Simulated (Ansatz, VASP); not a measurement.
One calculation of Os, two programs

The input POSCAR:

```
Os
1.0
    2.7341000000      0.0000000000      0.0000000000
   -1.3670500000      2.3678000565      0.0000000000
    0.0000000000      0.0000000000      4.3197000000
Os
2
Direct
    0.6666666667      0.3333333333      0.7500000000
    0.3333333333      0.6666666667      0.2500000000
```

Contents of INCAR.step1:

```
PREC = Accurate
ENCUT = 520
EDIFF = 1E-5
ISMEAR = -1
SIGMA = 0.05
LREAL = F
LASPH = T
NELM = 100
ALGO = Normal
ISIF = 2
LWAVE = T
LCHARG = F
GGA = PE
NBANDS = 15
```

Contents of INCAR.step2:

```
PREC = Accurate
ENCUT = 520
EDIFF = 1E-6
ISMEAR = -1
SIGMA = 0.05
LREAL = F
LASPH = T
NELM = 100
ALGO = Normal
ISIF = 2
LWAVE = F
LCHARG = F
GGA = PE
LHFCALC = T
AEXX = 0.25
HFSCREEN = 0.3
PRECFOCK = Normal
ISTART = 1
NBANDS = 15
```

Contents of KPOINTS:

```
regular mesh
0
Gamma
  6 6 4
```

File input.yaml:

```yaml
crystal:
  lattice:
    - [2.7341, 0.0, 0.0]
    - [-1.36705, 2.3678000565, 0.0]
    - [0.0, 0.0, 4.3197]
  atoms:
    - { symbol: Os, position: [0.6666666667, 0.3333333333, 0.75] }
    - { symbol: Os, position: [0.3333333333, 0.6666666667, 0.25] }
hamiltonian:
  xc: { exchange: pbe, correlation: pbe, exx: { coeff: 0.25, omega: 0.3 } }
  pseudopotentials: { kind: paw }
kpoints:
  mp_grid: { grid: [6, 6, 4] }
  band_path:
    path:
      - [[0.0, 0.0, 0.0], [0.5, 0.0, 0.0], [0.3333333333, 0.3333333333, 0.0], [0.0, 0.0, 0.0], [0.0, 0.0, 0.5], [0.5, 0.0, 0.5], [0.3333333333, 0.3333333333, 0.5], [0.0, 0.0, 0.5]]
      - [[0.5, 0.0, 0.5], [0.5, 0.0, 0.0]]
      - [[0.3333333333, 0.3333333333, 0.0], [0.3333333333, 0.3333333333, 0.5]]
    npoints: 4
scf:
  occupations: { method: fermi_dirac, width: 0.05 }
  n_extra_bands: 6
output:
  forces: true
  stress: true
  eigenvalues: true
  fatbands: false
```

Alike in both runs: functional PBE-based screened hybrid with a share of 0.25 of exact exchange and HFSCREEN = 0.3; k mesh 6 × 6 × 4; occupations fermi-dirac, width 0.05 eV; no spin polarisation.

|  | VASP | Ansatz |
| --- | --- | --- |
| version | VASP 6.6.1 | Ansatz 0.2.0 |
| potentials or method | VASP PAW PBE potentials, release 64 (Os) | Ansatz PAW |
| plane-wave cutoff (eV) | 520 | 420 |
| valence electrons in the cell | 16 | 32 |
| task | single point | band structure |

```tsv
	VASP	Ansatz	Ansatz less VASP
gap on the k mesh at the Fermi level (eV)	none	none	-
pressure (GPa)	-2.9	-4.0	-1.11
traceless stress, the component that is largest in VASP (GPa)	-5.44	-5.58	-0.143
```

VASP's potentials were made for PBE, not for PBE-based screened hybrid. A gap of «none» marks a metal or a gap that the smearing closes. VASP's potentials hold 16 valence electrons a cell and Ansatz's 32, so a difference there can come from the potentials and not from the codes.

The k mesh is coarse, so the values compare programs but aren't converged. Spin-orbit coupling is off throughout.
